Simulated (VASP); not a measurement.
# MoS2 in VASP: notebook, part 2 of 2

VASP 6.6.1. Earlier steps stand in the parts before.

## Step 3: Single point, PBEsol

INCAR

```
SYSTEM = MoS2
PREC = Accurate
ENCUT = 520
EDIFF = 1E-7
ISMEAR = 0
SIGMA = 0.02
LREAL = .False.
LASPH = .True.
NELM = 60
ALGO = Normal
ISIF = 2
LWAVE = .False.
LCHARG = .True.
GGA = PS
LELF = .True.
LVHAR = .True.
NBANDS = 20
```

KPOINTS

```
regular mesh
0
Gamma
  10 10 10
  0 0 0
```

POSCAR

```
MoS2
1.0
    1.5800000000      0.9122134253      6.1500000000
   -1.5800000000      0.9122134253      6.1500000000
    0.0000000000     -1.8244268506      6.1500000000
Mo S
1 2
Direct
    0.0000000000      0.0000000000      0.0000000000
    0.4170000000      0.4170000000      0.4170000000
    0.2500000000      0.2500000000      0.2500000000
```

Potentials or basis: VASP PAW PBE potentials, release 64 (Mo_sv, S).

Run with:

```console
> cat potpaw_PBE.64/Mo_sv/POTCAR potpaw_PBE.64/S/POTCAR > POTCAR
> mpirun -np 1 vasp_std > vasp.out
```

OUTCAR:

```text
SYSTEM = MoS2
   PREC = Accurate
   ENCUT = 520
   EDIFF = 1E-7
   ISMEAR = 0
   LREAL = .False.
   LASPH = .True.
   NELM = 60
   ISIF = 2
   GGA = PS

 ion  position               nearest neighbor table
   1  0.000  0.000  0.000-   3 2.39   3 2.39   3 2.39   2 2.39   2 2.39   2 2.39
   2  0.417  0.417  0.417-   1 2.39   1 2.39   1 2.39
   3  0.250  0.250  0.250-   1 2.39   1 2.39   1 2.39

  LATTYP: Found a trigonal (rhomboedric) cell.
 ALAT       =     6.4149071181
 COS(alpha) =     0.8786713335

  Lattice vectors:

 A1 = (   1.5800000000,   0.9122134253,   6.1500000000)
 A2 = (  -1.5800000000,   0.9122134253,   6.1500000000)
 A3 = (   0.0000000000,  -1.8244268506,   6.1500000000)

Analysis of symmetry for initial positions (statically):
=====================================================================
 Subroutine PRICEL returns:
 Original cell was already a primitive cell.

 Routine SETGRP: Setting up the symmetry group for a
 trigonal (rhombohedral) supercell.

 Subroutine GETGRP returns: Found  6 space group operations
 (whereof  6 operations were pure point group operations)
 out of a pool of 12 trial point group operations.

The static configuration has the point symmetry C_3v.

Analysis of symmetry for dynamics (positions and initial velocities):
=====================================================================
 Subroutine PRICEL returns:
 Original cell was already a primitive cell.

 Routine SETGRP: Setting up the symmetry group for a
 trigonal (rhombohedral) supercell.

 Subroutine GETGRP returns: Found  6 space group operations
 (whereof  6 operations were pure point group operations)
 out of a pool of 12 trial point group operations.

The dynamic configuration has the point symmetry C_3v.

 Subroutine INISYM returns: Found  6 space group operations
 (whereof  6 operations are pure point group operations),
 and found     1 'primitive' translations

[... 107 lines left out ...]
   NELECT =      26.0000    total number of electrons
   NUPDOWN=      -1.0000    fix difference up-down
   EMIN   =  10.00;   EMAX   =-10.00  energy-range for DOS
   EFERMI =   0.00;   METHOD = LEGACY
   ISMEAR =     0;   SIGMA  =   0.02  broadening in eV -4-tet -1-fermi 0-gaus
   EFERMI_NEDOS =   21; number of points for ismear=-14 and -15
   IALGO  =     38    algorithm
   IMIX   =      4    mixing-type and parameters
     AMIX     =   0.40;   BMIX     =  1.00
     AMIX_MAG =   1.60;   BMIX_MAG =  1.00
  volume/ion in A,a.u.               =      17.73       119.63
  Fermi-wavevector in a.u.,A,eV,Ry     =   1.289652  2.437089 22.629252  1.663203
  Thomas-Fermi vector in A             =   2.421532
   LORBIT       =      0    0 simple, 1 ext, 2 COOP (PROOUT), +10 PAW based schemes
   GGA     = PS    functional components
   LHFCALC =     F    Hartree Fock is set to
   AEXX    =    0.0000 exact exchange contribution
   IVDW    =     0    specifies the selected vdW correction
   LEPSILON=     F    determine dielectric tensor
   LRPA    =     F    only Hartree local field effects (RPA)
 non-spin polarized calculation
 Gauss-broadening in eV      SIGMA  =   0.02
  energy-cutoff  :      520.00
  volume of cell :       53.18
 maximum number of plane-waves:      1448
   NGX = 23   NGY = 23   NGZ = 23

 number of electron      25.9999998 magnetization

 Free energy of the ion-electron system (eV)
  ---------------------------------------------------
  ext. energy  EPLUGINS =         0.00000000
  ---------------------------------------------------
  free energy    TOTEN  =       -23.44426319 eV

  energy without entropy =      -23.44426319  energy(sigma->0) =      -23.44426319

 E-fermi :   7.7143     XC(G=0): -11.0041

 val. band max:        7.5817927257   @ k =   0.5000   0.5000   0.5000
 cond. band min:       8.5065774689   @ k =  -0.2000   0.2000   0.0000
 fundamental gap:      0.9247847433
 Fermi energy:         7.7142731562

 k-point     1 :       0.0000    0.0000    0.0000
  band No.  band energies     occupation
      1     -53.8941      2.00000
      2     -28.0980      2.00000
      3     -27.8601      2.00000
      4     -27.8601      2.00000
      5      -7.5419      2.00000
      6      -5.7964      2.00000
[... 541 lines left out ...]
     19      15.1912      0.00000
     20      16.0943      0.00000

 [... further k-points ...]
[... 5 lines left out ...]
  --------------------------------------------------------------------------------------
  -------------------------------------------------------------------------------------
  Total       -0.2168542     -0.2168542      0.7622430      0.0000000      0.0000000     -0.0000000
  in kB       -6.5327883     -6.5327883     22.9627611      0.0000000      0.0000000     -0.0000000
  external PRESSURE =       3.2990615 kB  Pullay stress =       0.0000000 kB

 VOLUME and BASIS-vectors are now :
 -----------------------------------------------------------------------------
  energy-cutoff  :      520.00
  volume of cell :       53.18
      direct lattice vectors                 reciprocal lattice vectors
     1.580000000  0.912213425  6.150000000     0.316455696  0.182705781  0.054200542
    -1.580000000  0.912213425  6.150000000    -0.316455696  0.182705781  0.054200542
     0.000000000 -1.824426851  6.150000000     0.000000000 -0.365411563  0.054200542

 POSITION                                       TOTAL-FORCE (eV/Angst)
 -----------------------------------------------------------------------------------
      0.00000      0.00000      0.00000         0.000000      0.000000      0.086067
      0.00000      0.00000      7.69365         0.000000      0.000000      0.173620
      0.00000      0.00000      4.61250         0.000000     -0.000000     -0.259687
 -----------------------------------------------------------------------------------
    total drift:                                0.000000     -0.000000      0.000047

  FREE ENERGIE OF THE ION-ELECTRON SYSTEM (eV)
  ---------------------------------------------------
  free  energy   TOTEN  =       -23.4442631949 eV

  energy  without entropy=      -23.4442631949  energy(sigma->0) =      -23.44426319
```

OSZICAR:

```text
N       E                     dE             d eps       ncg     rms          rms(c)
DAV:   1     0.181502770096E+03    0.18150E+03   -0.13468E+04  4640   0.123E+03
DAV:   2    -0.174837809324E+02   -0.19899E+03   -0.19349E+03  5628   0.317E+02
DAV:   3    -0.248120254727E+02   -0.73282E+01   -0.72546E+01  5728   0.570E+01
DAV:   4    -0.248961450564E+02   -0.84120E-01   -0.84078E-01  5580   0.646E+00
DAV:   5    -0.248974392465E+02   -0.12942E-02   -0.12941E-02  5880   0.785E-01    0.261E+01
DAV:   6    -0.237945209864E+02    0.11029E+01   -0.95009E+00  4884   0.191E+01    0.886E+00
DAV:   7    -0.235548377835E+02    0.23968E+00   -0.34343E+00  4740   0.108E+01    0.606E+00
DAV:   8    -0.234452904651E+02    0.10955E+00   -0.52260E-01  5220   0.447E+00    0.170E+00
DAV:   9    -0.234453542025E+02   -0.63737E-04   -0.20578E-02  5512   0.881E-01    0.614E-01
DAV:  10    -0.234442609882E+02    0.10932E-02   -0.74414E-03  5208   0.591E-01    0.117E-01
DAV:  11    -0.234442715832E+02   -0.10595E-04   -0.50088E-04  5404   0.155E-01    0.660E-02
DAV:  12    -0.234442545411E+02    0.17042E-04   -0.51735E-05  5240   0.418E-02    0.186E-02
DAV:  13    -0.234442632342E+02   -0.86931E-05   -0.13411E-05  5024   0.203E-02    0.681E-03
DAV:  14    -0.234442631949E+02    0.39356E-07   -0.86027E-07  5776   0.565E-03
   1 F= -.23444263E+02 E0= -.23444263E+02  d E =-.992268E-24
```

Wall time 4.4 min (1 thread of AMD EPYC 7R13 (Zen 3), shared host); peak memory 0.35 GiB.

Results:

- Free energy: -23.4443 eV
- Pressure: 0.3 GPa
- Largest force: 0.260 eV/Å
- Band gap on the k mesh: 0.92 eV (least direct gap 1.96 eV)

Forces in eV/Å, atoms in the order of the input:
```
Mo   0.000  0.000  0.086
S    0.000  0.000  0.174
S    0.000  0.000 -0.260
```

Levels at points of the mesh, in eV from the valence-band top:
| k point | band 11 | band 12 | band 13 | band 14 | band 15 | band 16 |
| --- | --- | --- | --- | --- | --- | --- |
| (0.00, 0.00, 0.00) | -2.34 | -1.27 | -1.20 | 2.02 | 2.02 | 2.46 |
| (0.50, 0.00, 0.00) | -2.37 | -1.66 | -1.52 | 1.58 | 2.00 | 3.45 |
| (0.50, 0.50, 0.00) | -2.94 | -1.85 | -1.35 | 1.53 | 2.13 | 2.98 |
| (0.50, 0.50, 0.50) | -2.32 | -2.32 | 0.00 | 2.12 | 2.12 | 2.32 |

Caveat: the PAW data sets were made with another functional, which shifts forces and pressure a little. A k mesh can miss the band edges.

## Step 4: Single point, PBE (atoms moved at random)

INCAR

```
SYSTEM = MoS2
  PREC = Accurate
  ENCUT = 520
  EDIFF = 1E-7
  ISMEAR = 0
  SIGMA = 0.02
  LREAL = .FALSE.
  LASPH = .TRUE.
  ALGO = Normal
  NELM = 100
  ISIF = 2
  LWAVE = .FALSE.
  LCHARG = .FALSE.
```

KPOINTS

```
k-points
0
Gamma
  8 8 8
```

POSCAR

```
MoS2
1.0
    1.5800000000      0.9122134253      6.1500000000
   -1.5800000000      0.9122134253      6.1500000000
    0.0000000000     -1.8244268506      6.1500000000
Mo S
1 2
Direct
    0.0064930000     -0.0055950000     -0.0029540000
    0.4229050000      0.4184770000      0.4115440000
    0.2494110000      0.2491040000      0.2525190000
```

Potentials or basis: VASP PAW PBE potentials, release 64 (Mo_sv, S).

Run with:

```console
> cat potpaw_PBE.64/Mo_sv/POTCAR potpaw_PBE.64/S/POTCAR > POTCAR
> mpirun -np 1 vasp_std > vasp.out
```

OUTCAR:

```text
SYSTEM = MoS2
   PREC = Accurate
   ENCUT = 520
   EDIFF = 1E-7
   ISMEAR = 0
   LREAL = .FALSE.
   LASPH = .TRUE.
   NELM = 100
   ISIF = 2

 Found    260 irreducible k-points:

 Following reciprocal coordinates:
            Coordinates               Weight
  0.000000  0.000000  0.000000      1.000000
  0.125000 -0.000000  0.000000      2.000000
 -0.000000  0.125000  0.000000      2.000000
  0.000000  0.000000  0.125000      2.000000
  0.250000 -0.000000  0.000000      2.000000
 -0.000000  0.250000  0.000000      2.000000
   k-points           NKPTS =    260   k-points in BZ     NKDIM =    260   number of bands    NBANDS=     17
   number of dos      NEDOS =    301   number of ions     NIONS =      3
   total plane-waves  NPLWV = 110592
   dimension x,y,z NGX =    48 NGY =   48 NGZ =   48
   dimension x,y,z NGXF=    96 NGYF=   96 NGZF=   96
   ions per type =               1   2
   NGX,Y,Z   is equivalent  to a cutoff of  12.44, 12.44, 12.44 a.u.
   NGXF,Y,Z  is equivalent  to a cutoff of  24.88, 24.88, 24.88 a.u.
 SYSTEM =  MoS2
   PREC   = accura    normal or accurate (medium, high low for compatibility)
   ISTART =      0    job   : 0-new  1-cont  2-samecut
   ICHARG =      2    charge: 1-file 2-atom 10-const
   ISPIN  =      1    spin polarized calculation?
   LNONCOLLINEAR =      F non collinear calculations
   LSORBIT =      F    spin-orbit coupling
   LASPH  =      T    aspherical Exc in radial PAW
   ENCUT  =  520.0 eV  38.22 Ry    6.18 a.u.  11.93 11.93 11.93*2*pi/ulx,y,z
[... 56 lines left out ...]

 val. band max:        7.6544350863   @ k =   0.5000   0.5000   0.5000
 cond. band min:       8.6647873915   @ k =   0.1250  -0.0000  -0.2500
 fundamental gap:      1.0103523051
 Fermi energy:         7.7874644054

 k-point     1 :       0.0000    0.0000    0.0000
  band No.  band energies     occupation
      1     -53.9101      2.00000
      2     -28.0755      2.00000
      3     -27.8498      2.00000
      4     -27.8450      2.00000
      5      -7.4539      2.00000
      6      -5.7399      2.00000
[... 97 lines left out ...]
      4     -27.8926      2.00000
      5      -6.5725      2.00000
      6      -5.4802      2.00000
[... 9 lines left out ...]
     16      10.2837      0.00000
     17      10.6744      0.00000

 [... further k-points ...]
[... 5 lines left out ...]
  --------------------------------------------------------------------------------------
  -------------------------------------------------------------------------------------
  Total        1.4211063      1.4560248      2.1139111     -0.1175507     -0.3309506     -0.1042295
  in kB       42.8111824     43.8631118     63.6821027     -3.5412441     -9.9699708     -3.1399412
  external PRESSURE =      50.1187990 kB  Pullay stress =       0.0000000 kB

 VOLUME and BASIS-vectors are now :
 -----------------------------------------------------------------------------
  energy-cutoff  :      520.00
  volume of cell :       53.18
      direct lattice vectors                 reciprocal lattice vectors
     1.580000000  0.912213425  6.150000000     0.316455696  0.182705781  0.054200542
    -1.580000000  0.912213425  6.150000000    -0.316455696  0.182705781  0.054200542
     0.000000000 -1.824426851  6.150000000     0.000000000 -0.365411563  0.054200542

 POSITION                                       TOTAL-FORCE (eV/Angst)
 -----------------------------------------------------------------------------------
     -1.56090     -0.90600     12.28736        -0.327204     -0.031006      0.774962
      0.00700      0.01669      7.70549         0.125592     -0.096540      0.036516
      0.00049     -0.00595      4.61886         0.201612      0.127546     -0.811479
 -----------------------------------------------------------------------------------
    total drift:                                0.000005     -0.000011     -0.000052

  FREE ENERGIE OF THE ION-ELECTRON SYSTEM (eV)
  ---------------------------------------------------
  free  energy   TOTEN  =       -21.7785647962 eV

  energy  without entropy=      -21.7785647962  energy(sigma->0) =      -21.77856480
```

It took 3.8 min on 1 thread of Intel Xeon 6975P-C (Granite Rapids), shared host; peak memory 0.47 GiB.

Results:

- Free energy: -21.7786 eV
- Pressure: 5.0 GPa
- Largest force: 0.846 eV/Å
- Band gap on the k mesh: 1.01 eV (least direct gap 2.03 eV)

Forces in eV/Å, atoms in the order of the input:
```
Mo  -0.327 -0.031  0.775
S    0.126 -0.097  0.037
S    0.202  0.128 -0.811
```

Stress tensor (GPa, compression positive):
```
 4.28 -0.35 -0.31
-0.35  4.39 -1.00
-0.31 -1.00  6.37
```

Caveat: the cell differs from its parent crystal (atoms moved at random); the cell stands under pressure. A k mesh can miss the band edges.

## Step 5: Single point, r2SCAN

This run uses another cell than the first one, of 18.79 Å³/atom.

POSCAR

```
MoS2
1.0
    1.6109882594      0.9301045052      6.2706188579
   -1.6109882594      0.9301045052      6.2706188579
    0.0000000000     -1.8602090104      6.2706188579
Mo S
1 2
Direct
    0.0000000000      0.0000000000      0.0000000000
    0.4170000000      0.4170000000      0.4170000000
    0.2500000000      0.2500000000      0.2500000000
```

INCAR.step1

```
PREC = Accurate
ENCUT = 520
ISMEAR = -1
SIGMA = 0.05
LREAL = F
LASPH = T
NELM = 100
NBANDS = 20
GGA = PE
ALGO = Normal
EDIFF = 1E-4
LWAVE = T
LCHARG = F
```

INCAR.step2

```
PREC = Accurate
ENCUT = 520
EDIFF = 1E-6
ISMEAR = -1
SIGMA = 0.05
LREAL = F
LASPH = T
NELM = 100
ALGO = Normal
ISIF = 2
LWAVE = F
LCHARG = T
METAGGA = R2SCAN
LMIXTAU = T
LELF = T
LVHAR = T
NBANDS = 20
ISTART = 1
```

KPOINTS

```
regular mesh
0
Gamma
  10 10 10
```

Run with:

```console
> cat potpaw_PBE.64/Mo_sv/POTCAR potpaw_PBE.64/S/POTCAR > POTCAR
> cp INCAR.step1 INCAR
> mpirun -np 1 vasp_std > vasp.out
> cp INCAR.step2 INCAR
> mpirun -np 1 vasp_std > vasp.out
```

It took 29 min on 1 thread of Intel Xeon Platinum 8259CL at 2.50GHz (Skylake/Cascade Lake), shared host; peak memory 0.46 GiB.

It converged, with:

* Free energy: -45.0062 eV
* Pressure: -4.4 GPa
* Largest force: 0.645 eV/Å
* Band gap on the k mesh: 1.09 eV (least direct gap 1.92 eV)

Forces in eV/Å, atoms in the order of the input:
```
Mo   0.000  0.000  0.077
S    0.000  0.000 -0.645
S    0.000  0.000  0.569
```

Levels at points of the mesh, in eV from the valence-band top:
```
           k point  band 9  band 10  band 11  band 12  band 13  band 14  band 15  band 16  band 17  band 18
(0.00, 0.00, 0.00)   -3.38    -2.31    -2.31    -1.33    -1.01     2.09     2.09     2.40     2.40     5.82
(0.50, 0.00, 0.00)   -4.95    -3.98    -2.39    -1.74    -1.38     1.60     2.01     3.50     3.60     5.59
(0.50, 0.50, 0.00)   -4.67    -3.91    -2.91    -1.91    -1.24     1.56     2.12     3.18     3.86     6.35
(0.50, 0.50, 0.50)   -3.39    -3.39    -2.28    -2.28     0.00     2.18     2.18     2.28     2.28     5.99
```

Caveat: the cell stands under tension; the PAW data sets were made with another functional, which shifts forces and pressure a little. A k mesh can miss the band edges.

## Step 6: The runs side by side

| level | cell | k mesh | smearing | dipole correction | gap on the mesh (eV) | pressure (GPa) | largest force (eV/Å) |
| --- | --- | --- | --- | --- | --- | --- | --- |
| PBEsol | a = 6.415 Å, angles 28.5°, 3 atoms, atomic positions A | 10 × 10 × 10 | gaussian 0.1 eV | no | 0.92 | 0.3 | 0.26 |
| PBEsol | a = 6.415 Å, angles 28.5°, 3 atoms, atomic positions A | 10 × 10 × 10 | gaussian 0.02 eV | no | 0.92 | 0.3 | 0.26 |
| PBE | a = 6.415 Å, angles 28.5°, 3 atoms, atomic positions B | 8 × 8 × 8 | gaussian 0.02 eV | - | 1.01 | 5.0 | 0.85 |
| r2SCAN | a = 6.541 Å, angles 28.5°, 3 atoms, atomic positions A | 10 × 10 × 10 | fermi-dirac 0.05 eV | no | 1.09 | -4.4 | 0.65 |

Alike in all rows: task single point; potentials or basis VASP PAW PBE potentials, release 64 (Mo_sv, S); no spin polarisation; cutoff (eV) 520.

Caveats: the PAW data sets were made with another functional, which shifts forces and pressure a little (at least some runs); the cell stands under pressure (at least some runs); the cell stands under tension (at least some runs).

Absolute energies hang on the potentials; compare differences alone.
